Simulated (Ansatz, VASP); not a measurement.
# Two plane-wave programs on Ta2C

```
CELL_PARAMETERS angstrom
3.09530 0.00000 0.00000
-1.54765 2.68061 0.00000
0.00000 0.00000 4.92108
ATOMIC_POSITIONS crystal
Ta 0.33333 0.66667 0.25288
Ta 0.66667 0.33333 0.74712
C 0.00000 0.00000 0.00000
```

Alike in both runs: task single point; functional PBEsol; k mesh 18 × 18 × 10; occupations gaussian, width 0.1 eV; no spin polarisation.

|  | VASP | Ansatz |
| --- | --- | --- |
| version | VASP 6.6.1 | Ansatz 0.2.0 |
| potentials or method | VASP PAW PBE potentials, release 64 (Ta_pv, C), cutoff 520 eV | scalar-relativistic, plane waves, PAW |
| valence electrons in the cell | 26 | 30 |

Ansatz gave:

| Property | Result |
| --- | --- |
| gap on the k mesh at the Fermi level (eV) | none |
| pressure (GPa) | 0.0 |
| traceless stress, the component that is largest in VASP (GPa) | 0.05 |
| rms of the force components (eV/Å) | 0.003 |

Question: Estimate VASP's values.

Answer: gap on the k mesh at the Fermi level (eV): none; pressure (GPa): 0.5; traceless stress, the component that is largest in VASP (GPa): 0.03; rms of the force components (eV/Å): 0.025.

VASP's potentials were made for PBE, not for PBEsol. Atom by atom the forces differ by 0.022 eV/Å (rms over components). A gap of «none» marks a metal or a gap that the smearing closes. The functional is the same, so the differences come from potentials, cutoffs and numerics. VASP's potentials hold 26 valence electrons a cell and Ansatz's 30, so a difference there can come from the potentials and not from the codes.

Neither program's run includes spin-orbit coupling.
